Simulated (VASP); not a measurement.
**SiC: single point with HSE06**

Crystal: SiC.

```
C Si
1.0
     1.54159    0.89004    5.32123
    -1.54159    0.89004    5.32123
     0.00000   -1.78007    5.32123
C Si
2 2
Direct
  0.44919 0.44919 0.44919
  0.55081 0.55081 0.55081
  0.92547 0.92547 0.92547
  0.07453 0.07453 0.07453
```

```yaml
Program: VASP 6.6.1
Task: single point
Functional: HSE06
Potentials_or_basis: VASP PAW PBE potentials, release 64 (C, Si)
Cutoff: 520 eV
k_mesh: 4 × 4 × 4
Occupations: gaussian, width 0.01 eV
Spin: no spin polarisation
```

```json
{"Pressure": "-1.8 GPa", "Largest force": "0.153 eV/Å", "Band gap on the k mesh": "1.27 eV (least direct gap 2.66 eV)"}
```

Forces in eV/Å, atoms in the order of the input:
```
C    0.000  0.000  0.124
C    0.000  0.000 -0.124
Si   0.000  0.000 -0.153
Si   0.000  0.000  0.153
```

Stress tensor (GPa, compression positive):
```
-1.17  0.00  0.00
 0.00 -1.17  0.00
 0.00  0.00 -3.06
```

Levels at points of the mesh, in eV from the valence-band top:
```
           k point  band 6  band 7  band 8  band 9  band 10  band 11
(0.00, 0.00, 0.00)   -0.96    0.00    0.00    4.71     4.84     7.28
(0.50, 0.00, 0.00)   -4.52   -4.20   -2.14    3.04     4.85     5.22
(0.50, 0.50, 0.00)   -4.73   -1.61   -1.39    1.27     2.92     5.38
(0.50, 0.50, 0.50)   -2.78   -0.07   -0.07    4.70     6.89     6.95
```

Run time: 29 min on 1 thread of AMD EPYC 7R43 64-Core Processor (Zen 3) (shared host), peak memory 0.32 GiB.

Caveat: the k points lie up to 0.60 Å⁻¹ apart; the PAW data sets were made with another functional, which shifts forces and pressure a little. A k mesh can miss the band edges.
